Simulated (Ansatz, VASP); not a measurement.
Two plane-wave programs on NaBe4

```xyz
5
Lattice="3.8501 0.0000 0.0000 0.0000 3.8501 0.0000 0.0000 0.0000 4.2724" Properties=species:S:1:pos:R:3 pbc="T T T"
Na    1.9251    1.9251    2.1362
Be    1.9251    0.0000    0.0000
Be    0.0000    0.0000    0.9961
Be    0.0000    1.9251    0.0000
Be    0.0000    0.0000    3.2763
```

Change from the starting cell: the structure that the rattled cell fell into.

Alike in both runs: task single point; functional PBE; k mesh 4 × 4 × 4; occupations gaussian, width 0.1 eV; no spin polarisation.

|  | VASP | Ansatz |
| --- | --- | --- |
| version | VASP 6.6.1 | Ansatz 0.2.0 |
| potentials or method | VASP PAW PBE potentials, release 64 (Na_pv, Be), cutoff 520 eV | scalar-relativistic, plane waves, PAW |
| valence electrons in the cell | 15 | 17 |

```csv
,VASP,Ansatz,Ansatz less VASP
gap on the k mesh at the Fermi level (eV),none,none,-
pressure (GPa),0.1,0.0,-0.09
"traceless stress, the component that is largest in VASP (GPa)",3.00,2.99,-0.011
rms of the force components (eV/Å),0.041,0.034,-0.0069
```

Atom by atom the forces differ by 0.007 eV/Å (rms over components). A gap of «none» marks a metal or a gap that the smearing closes. VASP's potentials hold 15 valence electrons a cell and Ansatz's 17, so a difference there can come from the potentials and not from the codes.

The k mesh is coarse, so the values compare programs but aren't converged.
